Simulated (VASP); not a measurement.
# Si2W (P6_222) in VASP: further runs, part 2 of 3

VASP 6.6.1.

## 3. Relaxation of the atoms, PBE

Input file INCAR:

```
SYSTEM = Si2W
ALGO     = Normal         ! electronic algorithm
EDIFF    = 1E-7           ! SCF threshold, eV
EDIFFG   = -0.01          ! ionic threshold
ENCUT    = 520            ! plane-wave cutoff, eV
GGA      = PE             ! functional
IBRION   = 2              ! ionic algorithm
ISIF     = 2              ! what is computed and relaxed
ISMEAR   = -1             ! smearing method
LASPH    = .TRUE.         ! aspherical terms in the spheres
LCHARG   = .FALSE.        ! write CHGCAR
LREAL    = .FALSE.        ! projectors in reciprocal space
LWAVE    = .FALSE.        ! write WAVECAR
NELM     = 100            ! most SCF steps
NSW      = 60             ! ionic steps
PREC     = Accurate       ! precision mode
SIGMA    = 0.05           ! smearing width, eV
```

Input file KPOINTS:

```
k-points
0
G
  5 5 3
  0 0 0
```

Input file POSCAR:

```
Si2W
1.0
    4.5245153345      0.0000000000      0.0000000000
   -2.2622576673      3.9183452194      0.0000000000
    0.0000000000      0.0000000000      6.6532220000
W Si
3 6
Direct
    0.5000000000      0.0000000000      0.5000000000
    0.5000000000      0.5000000000      0.8333333333
    0.0000000000      0.5000000000      0.1666666667
    0.3272520000      0.1636260000      0.1666666667
    0.8363740000      0.1636260000      0.8333333333
    0.1636260000      0.3272520000      0.5000000000
    0.6727480000      0.8363740000      0.1666666667
    0.1636260000      0.8363740000      0.8333333333
    0.8363740000      0.6727480000      0.5000000000
```

Potentials or basis: VASP PAW PBE potentials, release 64 (W_sv, Si).

Started as:

```bash
$ cat potpaw_PBE.64/W_sv/POTCAR potpaw_PBE.64/Si/POTCAR > POTCAR
$ mpirun -np 1 vasp_std > vasp.out
```

OUTCAR:

```text
SYSTEM = Si2W
   EDIFF = 1E-7
   EDIFFG = -0.01
   ENCUT = 520
   GGA = PE
   IBRION = 2
   ISIF = 2
   ISMEAR = -1
   LASPH = .TRUE.
   LREAL = .FALSE.
   NELM = 100
   NSW = 60
   PREC = Accurate

 ion  position               nearest neighbor table
   1  0.500  0.000  0.500-   5 2.58   8 2.58   7 2.58   4 2.58   6 2.60   9 2.60   9 2.60   6 2.60
                             6 2.64   9 2.64   3 3.17   3 3.17   2 3.17   2 3.17
   2  0.500  0.500  0.833-   6 2.58   9 2.58   7 2.58   4 2.58   5 2.60   8 2.60   8 2.60   5 2.60
                             8 2.64   5 2.64   1 3.17   1 3.17   3 3.17   3 3.17
   3  0.000  0.500  0.167-   6 2.58   9 2.58   8 2.58   5 2.58   4 2.60   7 2.60   7 2.60   4 2.60
                             7 2.64   4 2.64   1 3.17   1 3.17   2 3.17   2 3.17
   4  0.327  0.164  0.167-   6 2.56   8 2.56   7 2.56   1 2.58   2 2.58   3 2.60   3 2.60   3 2.64
                             7 2.64   7 2.64   9 3.14   5 3.14
   5  0.836  0.164  0.833-   6 2.56   7 2.56   8 2.56   1 2.58   3 2.58   2 2.60   2 2.60   2 2.64
                             8 2.64   8 2.64   9 3.14   4 3.14
   6  0.164  0.327  0.500-   5 2.56   4 2.56   9 2.56   2 2.58   3 2.58   1 2.60   1 2.60   1 2.64
                             9 2.64   9 2.64   7 3.14   8 3.14
   7  0.673  0.836  0.167-   9 2.56   5 2.56   4 2.56   1 2.58   2 2.58   3 2.60   3 2.60   3 2.64
                             4 2.64   4 2.64   6 3.14   8 3.14
   8  0.164  0.836  0.833-   9 2.56   4 2.56   5 2.56   1 2.58   3 2.58   2 2.60   2 2.60   2 2.64
                             5 2.64   5 2.64   6 3.14   7 3.14
   9  0.836  0.673  0.500-   8 2.56   7 2.56   6 2.56   2 2.58   3 2.58   1 2.60   1 2.60   1 2.64
                             6 2.64   6 2.64   4 3.14   5 3.14

  LATTYP: Found a hexagonal cell.
 ALAT       =     4.5245153345
 C/A-ratio  =     1.4704828049

  Lattice vectors:

 A1 = (   4.5245153345,   0.0000000000,   0.0000000000)
 A2 = (  -2.2622576673,   3.9183452194,   0.0000000000)
 A3 = (   0.0000000000,   0.0000000000,   6.6532220000)

Analysis of symmetry for initial positions (statically):
=====================================================================
 Subroutine PRICEL returns:
 Original cell was already a primitive cell.

 Routine SETGRP: Setting up the symmetry group for a
 hexagonal supercell.

 Subroutine GETGRP returns: Found 12 space group operations
 (whereof  4 operations were pure point group operations)
 out of a pool of 24 trial point group operations.

The static configuration has the point symmetry D_2 .
 The point group associated with its full space group is D_6 .

Analysis of symmetry for dynamics (positions and initial velocities):
=====================================================================
 Subroutine PRICEL returns:
 Original cell was already a primitive cell.

 Routine SETGRP: Setting up the symmetry group for a
 hexagonal supercell.

 Subroutine GETGRP returns: Found 12 space group operations
[... 153 lines left out ...]

------------------------ aborting loop because EDIFF is reached ----------------------------------------

  FORCE on cell =-STRESS in cart. coord.  units (eV):
  Direction    XX          YY          ZZ          XY          YZ          ZX
  --------------------------------------------------------------------------------------
  -------------------------------------------------------------------------------------
  Total        8.0971721      8.0971721      3.9139821     -0.0000000     -0.0000000      0.0000000
  in kB      109.9859411    109.9859411     53.1646112     -0.0000000     -0.0000000      0.0000000
  external PRESSURE =      91.0454978 kB  Pullay stress =       0.0000000 kB

 VOLUME and BASIS-vectors are now :
 -----------------------------------------------------------------------------
  energy-cutoff  :      520.00
  volume of cell :      117.95
      direct lattice vectors                 reciprocal lattice vectors
     4.524515335  0.000000000  0.000000000     0.221018148  0.127604887  0.000000000
    -2.262257667  3.918345219  0.000000000     0.000000000  0.255209775  0.000000000
     0.000000000  0.000000000  6.653222000     0.000000000  0.000000000  0.150303116

 POSITION                                       TOTAL-FORCE (eV/Angst)
 -----------------------------------------------------------------------------------
      2.26226      0.00000      3.32661        -0.000000     -0.000000     -0.000000
      1.13113      1.95917      5.54435        -0.000000     -0.000000      0.000000
     -1.13113      1.95917      1.10887        -0.000000     -0.000000      0.000000
      1.11049      0.64114      1.10887         0.016952      0.009787      0.000000
      3.41402      0.64114      5.54435        -0.016952      0.009787     -0.000000
     -0.00000      1.28229      3.32661        -0.000000      0.019574      0.000000
      1.15177      3.27720      1.10887        -0.016952     -0.009787      0.000000
     -1.15177      3.27720      5.54435         0.016952     -0.009787      0.000000
      2.26226      2.63606      3.32661         0.000000     -0.019574      0.000000
 -----------------------------------------------------------------------------------
    total drift:                               -0.000000     -0.000000      0.000000

  FREE ENERGIE OF THE ION-ELECTRON SYSTEM (eV)
  ---------------------------------------------------
  free  energy   TOTEN  =       -73.6907777890 eV

  energy  without entropy=      -73.6903915060  energy(sigma->0) =      -73.69058465

--------------------------------------- Ionic step        2  -------------------------------------------

 number of electron      65.9999994 magnetization

 Free energy of the ion-electron system (eV)
  ---------------------------------------------------
  ext. energy  EPLUGINS =         0.00000000
  ---------------------------------------------------
  free energy    TOTEN  =       -73.69083661 eV

  energy without entropy =      -73.69046436  energy(sigma->0) =      -73.69065049

 E-fermi :  12.8084     XC(G=0): -12.6619

 val. band max:       12.5642627063   @ k =   0.0000   0.0000   0.3333
 cond. band min:      13.1089202697   @ k =   0.2000   0.2000   0.0000
 fundamental gap:      0.5446575634
 Fermi energy:        12.8084350687

 k-point     1 :       0.0000    0.0000    0.0000
  band No.  band energies     occupation
      1     -61.3192      2.00000
      2     -61.3052      2.00000
      3     -61.3052      2.00000
      4     -25.7294      2.00000
      5     -25.7291      2.00000
      6     -25.7291      2.00000
[... 409 lines left out ...]
     38      14.8758      0.00000
     39      14.9465      0.00000

------------------------ aborting loop because EDIFF is reached ----------------------------------------

  FORCE on cell =-STRESS in cart. coord.  units (eV):
  Direction    XX          YY          ZZ          XY          YZ          ZX
  --------------------------------------------------------------------------------------
  -------------------------------------------------------------------------------------
  Total        8.0927324      8.0927324      3.9223715     -0.0000000      0.0000000      0.0000000
  in kB      109.9256357    109.9256357     53.2785659     -0.0000000      0.0000000      0.0000000
  external PRESSURE =      91.0432791 kB  Pullay stress =       0.0000000 kB

 VOLUME and BASIS-vectors are now :
 -----------------------------------------------------------------------------
  energy-cutoff  :      520.00
  volume of cell :      117.95
      direct lattice vectors                 reciprocal lattice vectors
     4.524515335  0.000000000  0.000000000     0.221018148  0.127604887  0.000000000
    -2.262257667  3.918345219  0.000000000     0.000000000  0.255209775  0.000000000
     0.000000000  0.000000000  6.653222000     0.000000000  0.000000000  0.150303116

 POSITION                                       TOTAL-FORCE (eV/Angst)
 -----------------------------------------------------------------------------------
     -0.00000      3.91835      3.32661        -0.000000     -0.000000     -0.000000
      1.13113      1.95917      5.54435        -0.000000     -0.000000      0.000000
      3.39339      1.95917      1.10887        -0.000000     -0.000000     -0.000000
      1.11131      0.64162      1.10887         0.000846      0.000489      0.000000
      3.41321      0.64162      5.54435        -0.000846      0.000489     -0.000000
     -0.00000      1.28323      3.32661        -0.000000      0.000977     -0.000000
      1.15095      3.27673      1.10887        -0.000846     -0.000489     -0.000000
     -1.15095      3.27673      5.54435         0.000846     -0.000489     -0.000000
      2.26226      2.63511      3.32661         0.000000     -0.000977     -0.000000
 -----------------------------------------------------------------------------------
    total drift:                               -0.000000     -0.000000      0.000000

  FREE ENERGIE OF THE ION-ELECTRON SYSTEM (eV)
  ---------------------------------------------------
  free  energy   TOTEN  =       -73.6908366143 eV

  energy  without entropy=      -73.6904643646  energy(sigma->0) =      -73.69065049

 reached required accuracy - stopping structural energy minimisation
```

Run time: 2.1 min. Hardware: 1 thread of Intel Xeon 8259CL, shared host; peak memory 0.26 GiB.

What came out:

- Free energy: -73.6908 eV
- Energy gained by relaxing: 0.0 meV/atom
- Ionic steps: 2
- Pressure after relaxing: 9.1 GPa
- Band gap on the k mesh: 0.54 eV (least direct gap 1.10 eV)

Stress tensor (GPa, compression positive):
```
10.99  0.00  0.00
 0.00 10.99  0.00
 0.00  0.00  5.33
```

Final structure:
```
W Si
1.0
     4.52452    0.00000    0.00000
    -2.26226    3.91835    0.00000
     0.00000    0.00000    6.65322
W Si
3 6
Direct
  0.50000 0.00000 0.50000
  0.50000 0.50000 0.83333
  0.00000 0.50000 0.16667
  0.32749 0.16375 0.16667
  0.83625 0.16375 0.83333
  0.16375 0.32749 0.50000
  0.67251 0.83625 0.16667
  0.16375 0.83625 0.83333
  0.83625 0.67251 0.50000
```

Caveat: spin-orbit coupling is left out, which moves the levels of the heavy elements; an odd mesh through Γ misses points on the zone boundary, where band edges can lie.

## 4. Single point, BLYP

This run uses another cell than the first one, of 13.65 Å³/atom.

Input file INCAR:

```
PREC = Accurate
ENCUT = 520
EDIFF = 1E-6
ISMEAR = -1
SIGMA = 0.05
LREAL = F
LASPH = T
NELM = 60
ALGO = Normal
ISIF = 2
LWAVE = F
LCHARG = F
GGA = B5
ALDAX = 1.0
AGGAX = 1.0
AGGAC = 1.0
ALDAC = 0.0
NBANDS = 43
```

Input file KPOINTS:

```
regular mesh
0
Gamma
  7 7 4
```

POSCAR: that of step 3 with these lines changed.

```diff
@@ -2,4 +2,4 @@
 1.0
-    4.5245153345      0.0000000000      0.0000000000
-   -2.2622576673      3.9183452194      0.0000000000
+    4.6168523821      0.0000000000      0.0000000000
+   -2.3084261911      3.9983114484      0.0000000000
     0.0000000000      0.0000000000      6.6532220000
```

Started as:

```bash
$ cat potpaw_PBE.64/W_sv/POTCAR potpaw_PBE.64/Si/POTCAR > POTCAR
$ mpirun -np 1 vasp_std > vasp.out
```

It took 3.9 min on 1 thread of Intel Xeon 8259CL, shared host; peak memory 0.29 GiB.

The run converged. Its results:

```yaml
Free_energy: -61.3041 eV
Pressure: 9.5 GPa
Largest_force: 0.005 eV/Å
Band_gap_on_the_k_mesh: 0.20 eV (least direct gap 0.64 eV)
```

Forces in eV/Å, atoms in the order of the input:
```
W    0.000  0.000  0.000
W    0.000  0.000  0.000
W    0.000  0.000  0.000
Si  -0.004 -0.002  0.000
Si   0.004 -0.002  0.000
Si   0.000 -0.005  0.000
Si   0.004  0.002  0.000
Si  -0.004  0.002  0.000
Si   0.000  0.005  0.000
```

Stress tensor (GPa, compression positive):
```
9.91 0.00 0.00
0.00 9.91 0.00
0.00 0.00 8.65
```

Levels at points of the mesh, in eV from the valence-band top:
| k point | band 30 | band 31 | band 32 | band 33 | band 34 | band 35 | band 36 | band 37 |
| --- | --- | --- | --- | --- | --- | --- | --- | --- |
| (0.00, 0.00, 0.00) | -3.17 | -2.93 | -2.32 | -0.78 | 2.25 | 2.31 | 2.50 | 2.50 |
| (0.00, 0.00, 0.50) | -2.52 | -2.37 | -0.66 | -0.66 | 1.91 | 1.99 | 1.99 | 2.24 |

Caveat: the cell stands under pressure; the PAW data sets were made with another functional, which shifts forces and pressure a little; spin-orbit coupling is left out, which moves the levels of the heavy elements; an odd mesh through Γ misses points on the zone boundary, where band edges can lie.

[end of part 2 of 3]
